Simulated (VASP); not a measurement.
# GaAs3 (Fm-3m) in VASP: further runs, part 2 of 2

VASP 6.6.1. Earlier steps stand in the parts before.

## Step 4: Relaxation of cell and atoms, LDA

This run uses another cell than the first one, of 20.44 Å³/atom.

INCAR reads:

```
ALGO = Normal ; EDIFF = 1E-7
EDIFFG = -0.02 ; ENCUT = 500
GGA = CA ; GGA_COMPAT = False
IBRION = 2 ; ISIF = 3
ISMEAR = -1 ; LASPH = True
LCHARG = False ; LREAL = False
LWAVE = False ; NELM = 120
NELMIN = 4 ; NSW = 60
PREC = Accurate ; SIGMA = 0.01
```

KPOINTS reads:

```
k-points
0
Gamma
  5 5 5
```

POSCAR reads:

```
GaAs3
1.0
    0.0000000000      3.4450000000      3.4450000000
    3.4450000000      0.0000000000      3.4450000000
    3.4450000000      3.4450000000      0.0000000000
Ga As
1 3
Direct
    0.0000000000      0.0000000000      0.0000000000
    0.5000000000      0.5000000000      0.5000000000
    0.2500000000      0.2500000000      0.2500000000
    0.7500000000      0.7500000000      0.7500000000
```

Potentials or basis: VASP PAW LDA potentials, release 64 (Ga_d, As).

Launch:

```sh
$ cat potpaw_LDA.64/Ga_d/POTCAR potpaw_LDA.64/As/POTCAR > POTCAR
$ mpirun -np 1 vasp_std > vasp.out
```

OUTCAR:

```text
EDIFF = 1E-7
   EDIFFG = -0.02
   ENCUT = 500
   GGA = CA
   IBRION = 2
   ISIF = 3
   ISMEAR = -1
   LASPH = True
   LREAL = False
   NELM = 120
   NELMIN = 4
   NSW = 60
   PREC = Accurate

 ion  position               nearest neighbor table
   1  0.000  0.000  0.000-
   2  0.500  0.500  0.500-
   3  0.250  0.250  0.250-
   4  0.750  0.750  0.750-

  LATTYP: Found a face centered cubic cell.
 ALAT       =     6.8900000000

  Lattice vectors:

 A1 = (   0.0000000000,   3.4450000000,   3.4450000000)
 A2 = (   3.4450000000,   0.0000000000,   3.4450000000)
 A3 = (   3.4450000000,   3.4450000000,   0.0000000000)

Analysis of symmetry for initial positions (statically):
=====================================================================
 Subroutine PRICEL returns:
 Original cell was already a primitive cell.

 Routine SETGRP: Setting up the symmetry group for a
 face centered cubic supercell.

 Subroutine GETGRP returns: Found 48 space group operations
 (whereof 48 operations were pure point group operations)
 out of a pool of 48 trial point group operations.

The static configuration has the point symmetry O_h .

Analysis of symmetry for dynamics (positions and initial velocities):
=====================================================================
 Subroutine PRICEL returns:
 Original cell was already a primitive cell.

 Routine SETGRP: Setting up the symmetry group for a
 face centered cubic supercell.

 Subroutine GETGRP returns: Found 48 space group operations
 (whereof 48 operations were pure point group operations)
 out of a pool of 48 trial point group operations.

The dynamic configuration has the point symmetry O_h .

 Subroutine INISYM returns: Found 48 space group operations
 (whereof 48 operations are pure point group operations),
 and found     1 'primitive' translations

----------------------------------------------------------------------------------------

                                     Primitive cell

  volume of cell :      81.7707

  direct lattice vectors                    reciprocal lattice vectors
     0.000000000  3.445000000  3.445000000    -0.145137881  0.145137881  0.145137881
     3.445000000  0.000000000  3.445000000     0.145137881 -0.145137881  0.145137881
     3.445000000  3.445000000  0.000000000     0.145137881  0.145137881 -0.145137881

  length of vectors
     4.871965722  4.871965722  4.871965722     0.251386184  0.251386184  0.251386184

  position of ions in fractional coordinates (direct lattice)
     0.000000000  0.000000000  0.000000000
     0.500000000  0.500000000  0.500000000
     0.250000000  0.250000000  0.250000000
     0.750000000  0.750000000  0.750000000

  ion indices of the primitive-cell ions
   primitive index   ion index
                 1           1
                 2           2
                 3           3
                 4           4

----------------------------------------------------------------------------------------

 KPOINTS: k-points

Automatic generation of k-mesh.
 Grid dimensions read from file:
 generate k-points for:    5    5    5

 Generating k-lattice:

  Cartesian coordinates                     Fractional coordinates (reciprocal lattice)
    -0.029027576  0.029027576  0.029027576     0.200000000  0.000000000  0.000000000
     0.029027576 -0.029027576  0.029027576     0.000000000  0.200000000  0.000000000
     0.029027576  0.029027576 -0.029027576     0.000000000  0.000000000  0.200000000

  Length of vectors
     0.050277237  0.050277237  0.050277237

  Shift w.r.t. Gamma in fractional coordinates (k-lattice)
     0.000000000  0.000000000  0.000000000

 Subroutine IBZKPT returns following result:
 ===========================================

 Found     10 irreducible k-points:

 Following reciprocal coordinates:
            Coordinates               Weight
  0.000000  0.000000  0.000000      1.000000
  0.200000  0.000000  0.000000      8.000000
  0.400000  0.000000  0.000000      8.000000
  0.200000  0.200000  0.000000      6.000000
  0.400000  0.200000  0.000000     24.000000
 -0.400000  0.200000  0.000000     24.000000
 -0.200000  0.200000  0.000000     12.000000
  0.400000  0.400000  0.000000      6.000000
 -0.400000  0.400000  0.000000     12.000000
 -0.400000  0.400000  0.200000     24.000000
   k-points           NKPTS =     10   k-points in BZ     NKDIM =     10   number of bands    NBANDS=     18
   number of dos      NEDOS =    301   number of ions     NIONS =      4
   total plane-waves  NPLWV =  46656
   dimension x,y,z NGX =    36 NGY =   36 NGZ =   36
   dimension x,y,z NGXF=    72 NGYF=   72 NGZF=   72
   ions per type =               1   3
   NGX,Y,Z   is equivalent  to a cutoff of  12.28, 12.28, 12.28 a.u.
   NGXF,Y,Z  is equivalent  to a cutoff of  24.57, 24.57, 24.57 a.u.
 SYSTEM =  unknown system
   PREC   = accura    normal or accurate (medium, high low for compatibility)
   ISTART =      0    job   : 0-new  1-cont  2-samecut
   ICHARG =      2    charge: 1-file 2-atom 10-const
   ISPIN  =      1    spin polarized calculation?
   LNONCOLLINEAR =      F non collinear calculations
   LSORBIT =      F    spin-orbit coupling
   LASPH  =      T    aspherical Exc in radial PAW
   ENCUT  =  500.0 eV  36.75 Ry    6.06 a.u.   8.88  8.88  8.88*2*pi/ulx,y,z
   NELM   =    120;   NELMIN=  4; NELMDL= -5     # of ELM steps
   EDIFF  = 0.1E-06   stopping-criterion for ELM
   LREAL  =      F    real-space projection
   EDIFFG = -.2E-01   stopping-criterion for IOM
   NSW    =     60    number of steps for IOM
   IBRION =      2    ionic relax: 0-MD 1-quasi-New 2-CG
   NFREE  =      1    steps in history (QN), initial steepest desc. (CG)
   ISIF   =      3    stress and relaxation
   ISYM   =      2    0-nonsym 1-usesym 2-fastsym
   POTIM  = 0.5000    time-step for ionic-motion
   TEBEG  =    0.0;   TEEND  =   0.0 temperature during run
   PSTRESS=    0.0 pullay stress
   NELECT =      28.0000    total number of electrons
   NUPDOWN=      -1.0000    fix difference up-down
   EMIN   =  10.00;   EMAX   =-10.00  energy-range for DOS
   EFERMI =   0.00;   METHOD = LEGACY
   ISMEAR =    -1;   SIGMA  =   0.01  broadening in eV -4-tet -1-fermi 0-gaus
   EFERMI_NEDOS =   21; number of points for ismear=-14 and -15
   IALGO  =     38    algorithm
   IMIX   =      4    mixing-type and parameters
     AMIX     =   0.40;   BMIX     =  1.00
     AMIX_MAG =   1.60;   BMIX_MAG =  1.00
  volume/ion in A,a.u.               =      20.44       137.95
  Fermi-wavevector in a.u.,A,eV,Ry     =   1.145324  2.164348 17.847668  1.311767
  Thomas-Fermi vector in A             =   2.282013
   LORBIT       =      0    0 simple, 1 ext, 2 COOP (PROOUT), +10 PAW based schemes
   GGA     = CA    functional components
   LHFCALC =     F    Hartree Fock is set to
   AEXX    =    0.0000 exact exchange contribution
   IVDW    =     0    specifies the selected vdW correction
   LEPSILON=     F    determine dielectric tensor
   LRPA    =     F    only Hartree local field effects (RPA)
 conjugate gradient relaxation of ions
 non-spin polarized calculation
  energy-cutoff  :      500.00
  volume of cell :       81.77
 maximum number of plane-waves:      2092
   NGX = 17   NGY = 17   NGZ = 17

--------------------------------------- Ionic step        1  -------------------------------------------

 number of electron      27.9999983 magnetization

 Free energy of the ion-electron system (eV)
  ---------------------------------------------------
  ext. energy  EPLUGINS =         0.00000000
  ---------------------------------------------------
  free energy    TOTEN  =       -18.37404445 eV

  energy without entropy =      -18.37307634  energy(sigma->0) =      -18.37356039

------------------------ aborting loop because EDIFF is reached ----------------------------------------

  FORCE on cell =-STRESS in cart. coord.  units (eV):
  Direction    XX          YY          ZZ          XY          YZ          ZX
  --------------------------------------------------------------------------------------
  -------------------------------------------------------------------------------------
  Total       -4.1107793     -4.1107793     -4.1107793      0.0000000      0.0000000     -0.0000000
  in kB      -80.5447181    -80.5447181    -80.5447181      0.0000000      0.0000000     -0.0000000
  external PRESSURE =     -80.5447181 kB  Pullay stress =       0.0000000 kB
[... 61 lines left out ...]
  energy  without entropy=      -18.7043373208  energy(sigma->0) =      -18.70494922

--------------------------------------- Ionic step        3  -------------------------------------------

 number of electron      27.9999992 magnetization

 Free energy of the ion-electron system (eV)
  ---------------------------------------------------
  ext. energy  EPLUGINS =         0.00000000
  ---------------------------------------------------
  free energy    TOTEN  =       -18.70817382 eV

  energy without entropy =      -18.70694465  energy(sigma->0) =      -18.70755924

 E-fermi :   6.7506     XC(G=0): -11.3102

 val. band max:        6.4097383465   @ k =  -0.2000   0.2000   0.0000
 cond. band min:       6.7575450948   @ k =  -0.4000   0.4000   0.0000
 fundamental gap:      0.3478067483
 Fermi energy:         6.7505906591

 k-point     1 :       0.0000    0.0000    0.0000
  band No.  band energies     occupation
      1      -8.1084      2.00000
      2      -7.9237      2.00000
      3      -7.9237      2.00000
      4      -7.9237      2.00000
      5      -7.8886      2.00000
      6      -7.8886      2.00000
[... 10 lines left out ...]
     17       6.1017      2.00000
     18       6.1017      2.00000
[... 218 lines left out ...]
  FREE ENERGIE OF THE ION-ELECTRON SYSTEM (eV)
  ---------------------------------------------------
  free  energy   TOTEN  =       -18.7081738232 eV

  energy  without entropy=      -18.7069446490  energy(sigma->0) =      -18.70755924

 reached required accuracy - stopping structural energy minimisation
```

OSZICAR:

```text
N       E                     dE             d eps       ncg     rms          rms(c)
DAV:   1     0.155334656029E+03    0.15533E+03   -0.12638E+04   368   0.176E+03
DAV:   2    -0.410635308144E+01   -0.15944E+03   -0.15601E+03   408   0.358E+02
DAV:   3    -0.179222851162E+02   -0.13816E+02   -0.13410E+02   450   0.924E+01
[... 24 lines left out ...]
DAV:   3    -0.187085469483E+02    0.39326E-02   -0.50713E-03   444   0.115E+00    0.769E-02
DAV:   4    -0.187082158965E+02    0.33105E-03   -0.53326E-04   438   0.263E-01    0.225E-02
DAV:   5    -0.187081752916E+02    0.40605E-04   -0.35520E-05   398   0.705E-02    0.598E-03
DAV:   6    -0.187081738099E+02    0.14817E-05   -0.39123E-06   460   0.244E-02    0.218E-03
DAV:   7    -0.187081738232E+02   -0.13312E-07   -0.10303E-07   204   0.417E-03
   3 F= -.18708174E+02 E0= -.18707559E+02  d E =-.334129E+00
```

CONTCAR:

```text
GaAs3
   1.00000000000000
     0.0000000000000000    3.2858584199177998    3.2858584199177998
     3.2858584199177998    0.0000000000000000    3.2858584199177998
     3.2858584199177998    3.2858584199177998   -0.0000000000000000
  Ga              As
     1     3
Direct
     0.0000000000000000    0.0000000000000000    0.0000000000000000
     0.5000000000000000    0.5000000000000000    0.5000000000000000
     0.2500000000000000    0.2500000000000000    0.2500000000000000
     0.7500000000000000    0.7500000000000000    0.7500000000000000

  0.00000000E+00  0.00000000E+00  0.00000000E+00
  0.00000000E+00  0.00000000E+00  0.00000000E+00
  0.00000000E+00  0.00000000E+00  0.00000000E+00
  0.00000000E+00  0.00000000E+00  0.00000000E+00
```

Wall time 40 s (1 thread of Intel Xeon Platinum 8488C (Sapphire Rapids), shared host); peak memory 0.18 GiB.

What came out:

| Item | Value |
| --- | --- |
| Free energy | -18.7082 eV |
| Relaxed volume | 17.74 Å³/atom |
| Relaxed cell | a = 4.647 Å, b = 4.647 Å, c = 4.647 Å, α = 60.00°, β = 60.00°, γ = 60.00° |
| Space group after relaxing (to 0.1 Å) | Fm-3m (No. 225) |
| Energy gained by relaxing | 83.5 meV/atom |
| Ionic steps | 3 |
| Pressure after relaxing | 0.0 GPa |

The path:
```csv
step,energy change (eV),largest force (eV/Å),pressure (GPa),volume (Å³)
1,0.0000,0.0000,-8.05,81.77
2,-0.3315,0.0000,1.07,70.20
3,-0.3341,0.0000,0.04,70.95
```

Final structure:
```
Ga As
1.0
     0.00000    3.28586    3.28586
     3.28586    0.00000    3.28586
     3.28586    3.28586    0.00000
Ga As
1 3
Direct
  0.00000 0.00000 0.00000
  0.50000 0.50000 0.50000
  0.25000 0.25000 0.25000
  0.75000 0.75000 0.75000
```

Levels at points of the mesh, in eV from the Fermi level:
```tsv
k point	band 10	band 11	band 12	band 13	band 14	band 15	band 16	band 17	band 18
(0.00, 0.00, 0.00)	-3.01	-3.01	-2.81	-2.81	-2.81	-1.92	-0.65	-0.65	-0.65
```

Caveat: the highest band is partly filled, so the run has too few bands.

## Step 5: Summary

```tsv
task	cell	cutoff (eV)	pressure (GPa)	relaxed volume (Å³/atom)
single point	a = 4.643 Å, angles 60.0°, 4 atoms	520	0.3	-
relaxation of cell and atoms	relaxed from a = 4.643 Å, angles 60.0°, 4 atoms	600	-0.1	17.77
relaxation of cell and atoms	relaxed from a = 4.872 Å, angles 60.0°, 4 atoms	500	0.0	17.74
```

Alike in all rows: level LDA; potentials or basis VASP PAW LDA potentials, release 64 (Ga_d, As); no spin polarisation; k mesh 5 × 5 × 5; smearing fermi-dirac 0.01 eV.

Caveats: the highest band is partly filled, so the run has too few bands (at least some runs).

Absolute energies hang on the potentials; compare differences alone.
